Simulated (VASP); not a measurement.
Set up this calculation in VASP 6.6.1, as the native input.

* Task: single point
* Functional: r2SCAN
* Dispersion: rVV10
* Potentials or basis: VASP PAW PBE potentials, release 64 (W_sv, Se)
* Cutoff: 520 eV
* k mesh: 4 × 4 × 8
* Occupations: fermi-dirac, width 0.03 eV
* Spin: no spin polarisation
* Dipole correction: no
* Further INCAR settings: ALGO = Normal; EDIFF = 1e-06; NBANDS = 35

The system is WSe2.

```
W Se
1.0
     6.13880    0.00000    0.00000
     0.00000    6.13880    0.00000
     0.00000    0.00000    3.36601
W Se
2 4
Direct
  0.00000 0.00000 0.00000
  0.50000 0.50000 0.50000
  0.28589 0.28589 0.00000
  0.21411 0.78589 0.50000
  0.78589 0.21411 0.50000
  0.71411 0.71411 0.00000
```

The input as run:

POSCAR

```
WSe2
1.0
    6.1388005090      0.0000000000      0.0000000000
    0.0000000000      6.1388005090      0.0000000000
    0.0000000000      0.0000000000      3.3660062684
W Se
2 4
Direct
    0.0000000000      0.0000000000      0.0000000000
    0.5000000000      0.5000000000      0.5000000000
    0.2858941100      0.2858941100      0.0000000000
    0.2141058900      0.7858941100      0.5000000000
    0.7858941100      0.2141058900      0.5000000000
    0.7141058900      0.7141058900      0.0000000000
```

INCAR.step1

```
SYSTEM = WSe2
ALGO     = Normal         ! electronic algorithm
EDIFF    = 1E-4           ! SCF threshold, eV
ENCUT    = 520            ! plane-wave cutoff, eV
GGA      = PE             ! functional
ISMEAR   = -1             ! smearing method
LASPH    = .TRUE.         ! aspherical terms in the spheres
LCHARG   = .FALSE.        ! write CHGCAR
LREAL    = .FALSE.        ! projectors in reciprocal space
LWAVE    = .TRUE.         ! write WAVECAR
NBANDS   = 35             ! bands
NELM     = 60             ! most SCF steps
PREC     = Accurate       ! precision mode
SIGMA    = 0.03           ! smearing width, eV
```

INCAR.step2

```
SYSTEM = WSe2
ALGO     = Normal         ! electronic algorithm
BPARAM   = 11.95        
CPARAM   = 0.0093       
EDIFF    = 1E-6           ! SCF threshold, eV
ENCUT    = 520            ! plane-wave cutoff, eV
ISIF     = 2              ! what is computed and relaxed
ISMEAR   = -1             ! smearing method
ISTART   = 1            
IVDW_NL  = 2            
LASPH    = .TRUE.         ! aspherical terms in the spheres
LCHARG   = .FALSE.        ! write CHGCAR
LMIXTAU  = .TRUE.       
LREAL    = .FALSE.        ! projectors in reciprocal space
LUSE_VDW = .TRUE.       
LWAVE    = .FALSE.        ! write WAVECAR
METAGGA  = R2SCAN         ! meta-GGA
NBANDS   = 35             ! bands
NELM     = 60             ! most SCF steps
PREC     = Accurate       ! precision mode
SIGMA    = 0.03           ! smearing width, eV
```

KPOINTS

```
k-points
0
G
  4 4 8
  0 0 0
```

Potentials or basis: VASP PAW PBE potentials, release 64 (W_sv, Se).

Command:

```bash
$ cat potpaw_PBE.64/W_sv/POTCAR potpaw_PBE.64/Se/POTCAR > POTCAR
$ cp INCAR.step1 INCAR
$ mpirun -np 1 vasp_std > vasp.out
$ cp INCAR.step2 INCAR
$ mpirun -np 1 vasp_std > vasp.out
```

Results of the run:

* Pressure: 0.5 GPa
* Largest force: 0.012 eV/Å
* Band gap on the k mesh: zero (bands 26 and 27 overlap by 0.97 eV)

Caveat: the PAW data sets were made with another functional, which shifts forces and pressure a little; spin-orbit coupling is left out, which moves the levels of the heavy elements.

It took 8.9 min on 1 thread of Intel(R) Xeon(R) Platinum 8259CL CPU @ 2.50GHz (Skylake/Cascade Lake), with other jobs on the host, peak memory 0.56 GiB.
